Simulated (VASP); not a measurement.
**Ti3Ag: electric field gradients with LDA**

Crystal: Ti3Ag.

```xyz
4
Lattice="4.1451 0.0000 0.0000 0.0000 4.1451 0.0000 0.0000 0.0000 3.9500" Properties=species:S:1:pos:R:3 pbc="T T T"
Ti    0.0000    2.0726    1.9750
Ti    2.0726    0.0000    1.9750
Ti    2.0726    2.0726    0.0000
Ag    0.0000    0.0000    0.0000
```

This cell differs from its parent crystal: equal xx and yy strain of -1 %.

```
Program                : VASP 6.6.1
Task                   : electric field gradients
Functional             : LDA
Potentials or basis    : VASP PAW LDA potentials, release 64 (Ti_sv, Ag)
Cutoff                 : 520 eV
k mesh                 : 9 × 9 × 9
Occupations            : fermi-dirac, width 0.08 eV
Spin                   : no spin polarisation
Dipole correction      : no
Further INCAR settings : ALGO = Normal; EDIFF = 1e-08; NBANDS = 32
```

```json
{"Pressure": "-7.8 GPa"}
```

Stress tensor (GPa, compression positive):
```
-8.45  0.00  0.00
 0.00 -8.45  0.00
 0.00  0.00 -6.60
```

Levels at points of the mesh, in eV from the Fermi level:
```tsv
k point	band 22	band 23	band 24	band 25	band 26	band 27
(0.00, 0.00, 0.00)	-0.51	-0.21	0.03	2.24	2.24	2.28
```

Electric field gradients, principal values (V/Å²):
| atom | least | middle | greatest (by size) |
| --- | --- | --- | --- |
| 1 Ti | -0.452 | -1.699 | 2.151 |
| 2 Ti | -0.452 | -1.699 | 2.151 |
| 3 Ti | 2.821 | 2.821 | -5.643 |
| 4 Ag | -0.767 | -0.767 | 1.534 |

Wall time 6.9 min on 1 thread of AMD EPYC 7R13, on a shared host, peak memory 0.23 GiB.

Caveat: the cell differs from its parent crystal (equal xx and yy strain of -1 %); without QUAD_EFG the Cq values of the log hold for a quadrupole moment of 1 mb, not for the nuclei.
